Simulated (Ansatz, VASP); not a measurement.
Two plane-wave programs on Si3Ge

Contents of INCAR:

```
PREC = Accurate
ENCUT = 520
EDIFF = 1E-7
ISMEAR = 0
SIGMA = 0.1
LREAL = False
LASPH = True
NELM = 60
ALGO = Normal
ISIF = 2
LWAVE = False
LCHARG = False
GGA = PE
NBANDS = 21
```

File KPOINTS:

```
regular mesh
0
Gamma
  12 12 12
```

File POSCAR:

```
Si3Ge
1.0
    2.4754855378      1.4292222416      4.3151081973
   -2.4754855378      1.4292222416      4.3151081973
    0.0000000000     -2.8584444832      4.3151081973
Si Ge
3 1
Direct
    0.0000000000      0.0000000000      0.5000000000
    0.5000000000      0.0000000000      0.0000000000
    0.0000000000      0.5000000000      0.0000000000
    0.0000000000      0.0000000000      0.0000000000
```

Input for Ansatz:

```yaml
crystal:
  lattice:
    - [2.4754855378, 1.4292222416, 4.3151081973]
    - [-2.4754855378, 1.4292222416, 4.3151081973]
    - [0.0, -2.8584444832, 4.3151081973]
  atoms:
    - { symbol: Si, position: [0.0, 0.0, 0.5] }
    - { symbol: Si, position: [0.5, 0.0, 0.0] }
    - { symbol: Si, position: [0.0, 0.5, 0.0] }
    - { symbol: Ge, position: [0.0, 0.0, 0.0] }
basis:
  ecutwfc: 420
kpoints:
  mp_grid: { grid: [12, 12, 12] }
  band_path:
    path:
      - [[0.0, 0.0, 0.0], [0.5, 0.5, 0.5], [0.7601984, 0.2398016, 0.5]]
      - [[0.5, -0.2398016, 0.2398016], [0.5, 0.0, 0.0], [0.0, 0.0, 0.0], [0.3699008, -0.3699008, 0.0]]
      - [[0.6300992, 0.0, 0.3699008], [0.5, 0.0, 0.5], [0.0, 0.0, 0.0]]
    npoints: 14
hamiltonian:
  xc: pbe
scf:
  occupations: { method: gaussian, width: 0.1 }
  n_extra_bands: 10
output:
  forces: true
  stress: true
  eigenvalues: true
  populations: true
  dos: { projected: true, de: 0.02, nscf_kmesh: { grid: [15, 15, 15] } }
  bader: true
  write_density: true
  write_potential: true
  elf: true
  volumetric_format: npy
```

Alike in both runs: task single point; functional PBE; k mesh 12 × 12 × 12; occupations gaussian, width 0.1 eV; no spin polarisation.

|  | VASP | Ansatz |
| --- | --- | --- |
| version | VASP 6.6.1 | Ansatz 0.2.0 |
| potentials or method | VASP PAW PBE potentials, release 64 (Si, Ge_d), cutoff 520 eV | scalar-relativistic, plane waves, PAW |
| valence electrons in the cell | 26 | 26 |

```csv
,VASP,Ansatz,Ansatz less VASP
gap on the k mesh at the Fermi level (eV),none,none,-
pressure (GPa),0.0,0.0,+0.04
```

A gap of «none» marks a metal or a gap that the smearing closes. With one functional, cell and mesh, what is left measures potentials, basis and numerics.
